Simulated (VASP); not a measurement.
**Cs: single point with LDA**

The system is Cs.

```
Cs
1.0
    -3.08295    3.08295    3.02250
     3.08295   -3.08295    3.02250
     3.08295    3.08295   -3.02250
Cs
1
Direct
  0.00000 0.00000 0.00000
```

This cell differs from its parent crystal: equal xx and yy strain of +2 %.

```
Program             : VASP 6.6.1
Task                : single point
Functional          : LDA
Potentials or basis : VASP PAW LDA potentials, release 64 (Cs_sv)
Cutoff              : 520 eV
k mesh              : 9 × 9 × 9
Occupations         : fermi-dirac, width 0.05 eV
Spin                : no spin polarisation
```

```json
{
  "Pressure": "-0.3 GPa"
}
```

Levels at points of the mesh, in eV from the Fermi level:
| k point | band 1 | band 2 | band 3 | band 4 | band 5 | band 6 | band 7 | band 8 | band 9 | band 10 |
| --- | --- | --- | --- | --- | --- | --- | --- | --- | --- | --- |
| (0.00, 0.00, 0.00) | -23.83 | -10.56 | -10.56 | -10.56 | -1.69 | 2.36 | 2.45 | 2.45 | 3.25 | 3.37 |

Run time: 25 s on 1 thread of Intel(R) Xeon(R) 6975P-C (Granite Rapids), with other jobs on the host, peak memory 0.24 GiB.

Caveat: the cell differs from its parent crystal (equal xx and yy strain of +2 %); spin-orbit coupling is left out, which moves the levels of the heavy elements.
